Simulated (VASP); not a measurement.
# Ta2Si (I4/mcm) in VASP: notebook

Ta2Si is run at these levels: PBEsol; tasks: single point.

Everything below comes from runs of VASP 6.6.1. Logs are shortened: lines on timing, memory, paths and dates and some standing lists are left out, and cuts for length are marked.

### Step 1. The cell of the first run

Symmetry: I4/mcm, No. 140, tetragonal system. Conventional cell: a = 6.137 Å, b = 6.137 Å, c = 5.040 Å, α = 90.00°, β = 90.00°, γ = 90.00°. Within 3.5 Å of Ta (site symmetry m2m) lie 4 Si at 2.62 Å and 11 Ta at 2.83 to 3.25 Å. Within 3.3 Å of Si (site symmetry 422) lie 2 Si at 2.52 Å and 8 Ta at 2.62 Å.

### Step 2. Single point, PBEsol

Contents of INCAR:

```
PREC = Accurate ; ENCUT = 520
EDIFF = 1E-6 ; ISMEAR = 0
SIGMA = 0.1 ; LREAL = False
LASPH = True ; NELM = 100
ALGO = Fast ; ISIF = 2
LWAVE = False ; LCHARG = False
GGA = PS ; NBANDS = 35
```

Contents of KPOINTS:

```
regular mesh
0
Gamma
  10 10 10
```

Contents of POSCAR:

```
Ta2Si
1.0
   -3.0683767190      3.0683767190      2.5198993623
    3.0683767190     -3.0683767190      2.5198993623
    3.0683767190      3.0683767190     -2.5198993623
Ta Si
4 2
Direct
    0.6630661939      0.8369338061      0.5000000000
    0.8369338061      0.3369338061      0.1738676123
    0.3369338061      0.1630661939      0.5000000000
    0.1630661939      0.6630661939      0.8261323877
    0.2500000000      0.2500000000      0.0000000000
    0.7500000000      0.7500000000      0.0000000000
```

Potentials or basis: VASP PAW PBE potentials, release 64 (Ta_pv, Si).

The run is started by

```bash
$ cat potpaw_PBE.64/Ta_pv/POTCAR potpaw_PBE.64/Si/POTCAR > POTCAR
$ mpirun -np 1 vasp_std > vasp.out
```

OUTCAR:

```text
PREC = Accurate
   ENCUT = 520
   EDIFF = 1E-6
   ISMEAR = 0
   LREAL = False
   LASPH = True
   NELM = 100
   ISIF = 2
   GGA = PS

 ion  position               nearest neighbor table
   1  0.663  0.837  0.500-   5 2.62   6 2.62   6 2.62   5 2.62   3 2.83   3 2.94   3 2.94   2 3.22
                             4 3.22   4 3.22   2 3.22   4 3.25   2 3.25   4 3.25   2 3.25
   2  0.837  0.337  0.174-   6 2.62   5 2.62   5 2.62   6 2.62   4 2.83   4 2.94   4 2.94   1 3.22
                             3 3.22   3 3.22   1 3.22   1 3.25   3 3.25   3 3.25   1 3.25
   3  0.337  0.163  0.500-   6 2.62   5 2.62   5 2.62   6 2.62   1 2.83   1 2.94   1 2.94   2 3.22
                             4 3.22   4 3.22   2 3.22   4 3.25   2 3.25   2 3.25   4 3.25
   4  0.163  0.663  0.826-   6 2.62   5 2.62   5 2.62   6 2.62   2 2.83   2 2.94   2 2.94   3 3.22
                             1 3.22   1 3.22   3 3.22   3 3.25   1 3.25   1 3.25   3 3.25
   5  0.250  0.250  0.000-   6 2.52   6 2.52   1 2.62   3 2.62   1 2.62   3 2.62   2 2.62   4 2.62
                             4 2.62   2 2.62
   6  0.750  0.750  0.000-   5 2.52   5 2.52   3 2.62   1 2.62   3 2.62   1 2.62   4 2.62   2 2.62
                             4 2.62   2 2.62

  LATTYP: Found a body centered tetragonal cell.
 ALAT       =     6.1367534380
 C/A-ratio  =     0.8212483645

  Lattice vectors:

 A1 = (  -3.0683767190,   3.0683767190,   2.5198993623)
 A2 = (   3.0683767190,  -3.0683767190,   2.5198993623)
 A3 = (   3.0683767190,   3.0683767190,  -2.5198993623)

Analysis of symmetry for initial positions (statically):
=====================================================================
 Subroutine PRICEL returns:
 Original cell was already a primitive cell.

 Routine SETGRP: Setting up the symmetry group for a
 body centered tetragonal supercell.

 Subroutine GETGRP returns: Found 16 space group operations
 (whereof  8 operations were pure point group operations)
 out of a pool of 16 trial point group operations.

The static configuration has the point symmetry C_4h.
 The point group associated with its full space group is D_4h.

Analysis of symmetry for dynamics (positions and initial velocities):
=====================================================================
 Subroutine PRICEL returns:
 Original cell was already a primitive cell.

 Routine SETGRP: Setting up the symmetry group for a
 body centered tetragonal supercell.

 Subroutine GETGRP returns: Found 16 space group operations
 (whereof  8 operations were pure point group operations)
 out of a pool of 16 trial point group operations.

The dynamic configuration has the point symmetry C_4h.
 The point group associated with its full space group is D_4h.

 Subroutine INISYM returns: Found 16 space group operations
 (whereof  8 operations are pure point group operations),
 and found     1 'primitive' translations

----------------------------------------------------------------------------------------

                                     Primitive cell

  volume of cell :      94.8988

  direct lattice vectors                    reciprocal lattice vectors
    -3.068376719  3.068376719  2.519899362     0.000000000  0.162952612  0.198420622
     3.068376719 -3.068376719  2.519899362     0.162952612  0.000000000  0.198420622
     3.068376719  3.068376719 -2.519899362     0.162952612  0.162952612  0.000000000

  length of vectors
     5.017944218  5.017944218  5.017944218     0.256757273  0.256757273  0.230449793

  position of ions in fractional coordinates (direct lattice)
     0.663066194  0.836933806  0.500000000
     0.836933806  0.336933806  0.173867612
     0.336933806  0.163066194  0.500000000
     0.163066194  0.663066194  0.826132388
     0.250000000  0.250000000  0.000000000
     0.750000000  0.750000000  0.000000000

  ion indices of the primitive-cell ions
   primitive index   ion index
                 1           1
                 2           2
                 3           3
                 4           4
                 5           5
                 6           6

----------------------------------------------------------------------------------------

 KPOINTS: regular mesh

Automatic generation of k-mesh.
 Grid dimensions read from file:
 generate k-points for:   10   10   10

 Generating k-lattice:

  Cartesian coordinates                     Fractional coordinates (reciprocal lattice)
     0.000000000  0.016295261  0.019842062     0.100000000  0.000000000 -0.000000000
     0.016295261  0.000000000  0.019842062     0.000000000  0.100000000 -0.000000000
     0.016295261  0.016295261  0.000000000     0.000000000  0.000000000  0.100000000

  Length of vectors
     0.025675727  0.025675727  0.023044979

  Shift w.r.t. Gamma in fractional coordinates (k-lattice)
     0.000000000  0.000000000  0.000000000

 Subroutine IBZKPT returns following result:
 ===========================================

 Found    102 irreducible k-points:

 Following reciprocal coordinates:
            Coordinates               Weight
  0.000000  0.000000  0.000000      1.000000
  0.100000 -0.000000  0.000000      8.000000
  0.200000 -0.000000  0.000000      8.000000
  0.300000 -0.000000  0.000000      8.000000
  0.400000 -0.000000  0.000000      8.000000
  0.500000 -0.000000  0.000000      4.000000
[... 16 lines left out ...]
  0.300000  0.300000  0.000000      8.000000
  0.400000  0.300000  0.000000     16.000000
 [... further k-points ...]
   k-points           NKPTS =    102   k-points in BZ     NKDIM =    102   number of bands    NBANDS=     35
   number of dos      NEDOS =    301   number of ions     NIONS =      6
   total plane-waves  NPLWV =  64000
   dimension x,y,z NGX =    40 NGY =   40 NGZ =   40
   dimension x,y,z NGXF=    80 NGYF=   80 NGZF=   80
   ions per type =               4   2
   NGX,Y,Z   is equivalent  to a cutoff of  13.25, 13.25, 13.25 a.u.
   NGXF,Y,Z  is equivalent  to a cutoff of  26.50, 26.50, 26.50 a.u.
 SYSTEM =  unknown system
   PREC   = accura    normal or accurate (medium, high low for compatibility)
   ISTART =      0    job   : 0-new  1-cont  2-samecut
   ICHARG =      2    charge: 1-file 2-atom 10-const
   ISPIN  =      1    spin polarized calculation?
   LNONCOLLINEAR =      F non collinear calculations
   LSORBIT =      F    spin-orbit coupling
   LASPH  =      T    aspherical Exc in radial PAW
   ENCUT  =  520.0 eV  38.22 Ry    6.18 a.u.   9.33  9.33  9.33*2*pi/ulx,y,z
   NELM   =    100;   NELMIN=  2; NELMDL= -5     # of ELM steps
   EDIFF  = 0.1E-05   stopping-criterion for ELM
   LREAL  =      F    real-space projection
   EDIFFG = 0.1E-04   stopping-criterion for IOM
   NSW    =      0    number of steps for IOM
   IBRION =     -1    ionic relax: 0-MD 1-quasi-New 2-CG
   NFREE  =      0    steps in history (QN), initial steepest desc. (CG)
   ISIF   =      2    stress and relaxation
   ISYM   =      2    0-nonsym 1-usesym 2-fastsym
   POTIM  = 0.5000    time-step for ionic-motion
   TEBEG  =    0.0;   TEEND  =   0.0 temperature during run
   PSTRESS=    0.0 pullay stress
   NELECT =      52.0000    total number of electrons
   NUPDOWN=      -1.0000    fix difference up-down
   EMIN   =  10.00;   EMAX   =-10.00  energy-range for DOS
   EFERMI =   0.00;   METHOD = LEGACY
   ISMEAR =     0;   SIGMA  =   0.10  broadening in eV -4-tet -1-fermi 0-gaus
   EFERMI_NEDOS =   21; number of points for ismear=-14 and -15
   IALGO  =     68    algorithm
   IMIX   =      4    mixing-type and parameters
     AMIX     =   0.40;   BMIX     =  1.00
     AMIX_MAG =   1.60;   BMIX_MAG =  1.00
  volume/ion in A,a.u.               =      15.82       106.73
  Fermi-wavevector in a.u.,A,eV,Ry     =   1.339643  2.531558 24.417607  1.794644
  Thomas-Fermi vector in A             =   2.468019
   LORBIT       =      0    0 simple, 1 ext, 2 COOP (PROOUT), +10 PAW based schemes
   GGA     = PS    functional components
   LHFCALC =     F    Hartree Fock is set to
   AEXX    =    0.0000 exact exchange contribution
   IVDW    =     0    specifies the selected vdW correction
   LEPSILON=     F    determine dielectric tensor
   LRPA    =     F    only Hartree local field effects (RPA)
 non-spin polarized calculation
 RMM-DIIS sequential band-by-band and
 Gauss-broadening in eV      SIGMA  =   0.10
  energy-cutoff  :      520.00
  volume of cell :       94.90
 maximum number of plane-waves:      2589
 NGX is ok and might be reduce to    40
   NGX = 19   NGY = 19   NGZ = 19

 number of electron      52.0000000 magnetization

 Free energy of the ion-electron system (eV)
  ---------------------------------------------------
  ext. energy  EPLUGINS =         0.00000000
  ---------------------------------------------------
  free energy    TOTEN  =       -65.31765013 eV

  energy without entropy =      -65.30170171  energy(sigma->0) =      -65.30967592

 E-fermi :   7.5489     XC(G=0): -12.5989

 val. band max:        7.5460779814   @ k =   0.2000   0.2000   0.0000
 cond. band min:       7.5495805679   @ k =  -0.3000   0.3000   0.0000
 fundamental gap:      0.0035025865
 Fermi energy:         7.5489155585

 k-point     1 :       0.0000    0.0000    0.0000
  band No.  band energies     occupation
      1     -26.9311      2.00000
      2     -26.9285      2.00000
      3     -26.9285      2.00000
      4     -26.8691      2.00000
      5     -26.8691      2.00000
      6     -26.8417      2.00000
[... 27 lines left out ...]
     34      11.9425      0.00000
     35      13.1931      0.00000

 k-point     2 :       0.1000   -0.0000    0.0000
  band No.  band energies     occupation
      1     -26.9610      2.00000
      2     -26.9542      2.00000
      3     -26.9284      2.00000
      4     -26.8451      2.00000
      5     -26.8403      2.00000
      6     -26.8300      2.00000
[... 27 lines left out ...]
     34      11.6882      0.00000
     35      13.0395      0.00000
[... 796 lines left out ...]
     34      11.1556      0.00000
     35      12.1511      0.00000

 k-point    24 :       0.4000    0.3000    0.0000
  band No.  band energies     occupation
      1     -27.0324      2.00000
      2     -26.9570      2.00000
      3     -26.9371      2.00000
      4     -26.8593      2.00000
      5     -26.8248      2.00000
      6     -26.7550      2.00000
[... 27 lines left out ...]
     34      11.3647      0.00000
     35      11.8812      0.00000

 [... further k-points ...]

------------------------ aborting loop because EDIFF is reached ----------------------------------------

  FORCE on cell =-STRESS in cart. coord.  units (eV):
  Direction    XX          YY          ZZ          XY          YZ          ZX
  --------------------------------------------------------------------------------------
  -------------------------------------------------------------------------------------
  Total        0.1763774      0.1763774      0.1296163      0.0000000      0.0000000      0.0000000
  in kB        2.9777825      2.9777825      2.1883139      0.0000000      0.0000000      0.0000000
  external PRESSURE =       2.7146263 kB  Pullay stress =       0.0000000 kB

 VOLUME and BASIS-vectors are now :
 -----------------------------------------------------------------------------
  energy-cutoff  :      520.00
  volume of cell :       94.90
      direct lattice vectors                 reciprocal lattice vectors
    -3.068376719  3.068376719  2.519899362     0.000000000  0.162952612  0.198420622
     3.068376719 -3.068376719  2.519899362     0.162952612  0.000000000  0.198420622
     3.068376719  3.068376719 -2.519899362     0.162952612  0.162952612  0.000000000

 POSITION                                       TOTAL-FORCE (eV/Angst)
 -----------------------------------------------------------------------------------
      2.06768      1.00070      2.51990         0.003833     -0.003833     -0.000000
     -1.00070      2.06768      2.51990         0.003833      0.003833      0.000000
      1.00070      2.06768      0.00000        -0.003833      0.003833     -0.000000
      4.06907      1.00070      0.00000        -0.003833     -0.003833     -0.000000
      0.00000      0.00000      1.25995        -0.000000      0.000000     -0.000000
      0.00000      0.00000      3.77985         0.000000      0.000000     -0.000000
 -----------------------------------------------------------------------------------
    total drift:                                0.000000      0.000000     -0.000000

  FREE ENERGIE OF THE ION-ELECTRON SYSTEM (eV)
  ---------------------------------------------------
  free  energy   TOTEN  =       -65.3176501252 eV

  energy  without entropy=      -65.3017017120  energy(sigma->0) =      -65.30967592
```

It took 2.9 min on 1 thread of Intel Xeon 6975P-C (Granite Rapids), shared host; peak memory 0.42 GiB.

Results:

```yaml
Free_energy: -65.3177 eV
Pressure: 0.3 GPa
Largest_force: 0.005 eV/Å
Band_gap_on_the_k_mesh: zero (band 26 reaches 7.89 eV, above the bottom of band 27 at 7.14 eV)
```

Forces in eV/Å, atoms in the order of the input:
```
Ta   0.004 -0.004  0.000
Ta   0.004  0.004  0.000
Ta  -0.004  0.004  0.000
Ta  -0.004 -0.004  0.000
Si   0.000  0.000  0.000
Si   0.000  0.000  0.000
```

Stress tensor (GPa, compression positive):
```
0.30 0.00 0.00
0.00 0.30 0.00
0.00 0.00 0.22
```

Caveat: the PAW data sets were made with another functional, which shifts forces and pressure a little; spin-orbit coupling is left out, which moves the levels of the heavy elements.

### Step 3. Single point, PBEsol

Contents of INCAR:

```
ALGO = Fast ; EDIFF = 1E-6
ENCUT = 520 ; GGA = PS
ISIF = 2 ; ISMEAR = 0
LASPH = T ; LCHARG = F
LREAL = F ; LWAVE = F
NBANDS = 35 ; NELM = 80
PREC = Accurate ; SIGMA = 0.15
```

Contents of KPOINTS:

```
k-points
0
Gamma
  12 12 12
```

POSCAR is that of step 2.

Potentials or basis: VASP PAW PBE potentials, release 64 (Ta_pv, Si).

The run is started by

```bash
$ cat potpaw_PBE.64/Ta_pv/POTCAR potpaw_PBE.64/Si/POTCAR > POTCAR
$ mpirun -np 1 vasp_std > vasp.out
```

Wall time 4.8 min (1 thread of Intel Xeon 6975P-C (Granite Rapids), shared host); peak memory 0.55 GiB.

It converged, with:

| Property | Result |
| --- | --- |
| Free energy | -65.3266 eV |
| Pressure | 0.3 GPa |
| Largest force | 0.014 eV/Å |
| Band gap on the k mesh | zero (band 26 reaches 7.90 eV, above the bottom of band 27 at 7.17 eV) |

Forces on the atoms (eV/Å):
```
Ta   0.010 -0.010  0.000
Ta   0.010  0.010  0.000
Ta  -0.010  0.010  0.000
Ta  -0.010 -0.010  0.000
Si   0.000  0.000  0.000
Si   0.000  0.000  0.000
```

Stress tensor (GPa, compression positive):
```
0.23 0.00 0.00
0.00 0.23 0.00
0.00 0.00 0.39
```

Levels at points of the mesh, in eV from the Fermi level:
```
           k point  band 24  band 25  band 26  band 27  band 28  band 29
(0.00, 0.00, 0.00)    -2.02     0.20     0.21     0.92     1.34     1.34
(0.50, 0.00, 0.00)    -1.99    -1.04    -1.04     0.69     0.69     1.91
(0.50, 0.50, 0.00)    -1.44    -0.21     0.04     0.08     0.66     1.36
(0.50, 0.50, 0.50)    -1.04    -1.00    -1.00    -0.23     0.22     0.72
```

Caveat: the PAW data sets were made with another functional, which shifts forces and pressure a little; spin-orbit coupling is left out, which moves the levels of the heavy elements.
